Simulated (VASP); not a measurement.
RbBr (rocksalt type), 2 atoms in the cell. It takes space group Fm-3m (No. 225, cubic). The conventional cell has a = 7.073 Å, b = 7.073 Å, c = 7.073 Å, α = 90.00°, β = 90.00°, γ = 90.00°. Within 4.6 Å of Rb (site symmetry m-3m) lie 6 Br at 3.54 Å. Within 4.6 Å of Br (site symmetry m-3m) lie 6 Rb at 3.54 Å.  This cell differs from its parent crystal: volume scaled by 1.025.

| Item | Value |
| --- | --- |
| Program | VASP 6.6.1 |
| Task | single point |
| Functional | PBE |
| Potentials or basis | VASP PAW PBE potentials, release 64 (Rb_sv, Br) |
| Cutoff | 520 eV |
| k mesh | 9 × 9 × 9 |
| Occupations | fermi-dirac, width 0.05 eV |
| Spin | no spin polarisation |
| Dipole correction | no |
| Further INCAR settings | ALGO = Normal; EDIFF = 1e-06; NBANDS = 15 |

Potentials or basis: VASP PAW PBE potentials, release 64 (Rb_sv, Br).

The run is started by

```console
$ cat potpaw_PBE.64/Rb_sv/POTCAR potpaw_PBE.64/Br/POTCAR > POTCAR
$ mpirun -np 1 vasp_std > vasp.out
```

Hardware: 1 thread of Intel(R) Xeon(R) Platinum 8259CL CPU @ 2.50GHz (Skylake/Cascade Lake), on a shared host.

Estimate the wall time of this run.

It took 48 s on 1 thread of Intel(R) Xeon(R) Platinum 8259CL CPU @ 2.50GHz (Skylake/Cascade Lake) (shared host), peak memory 0.25 GiB. Counts: scf iterations 13, k points 35.
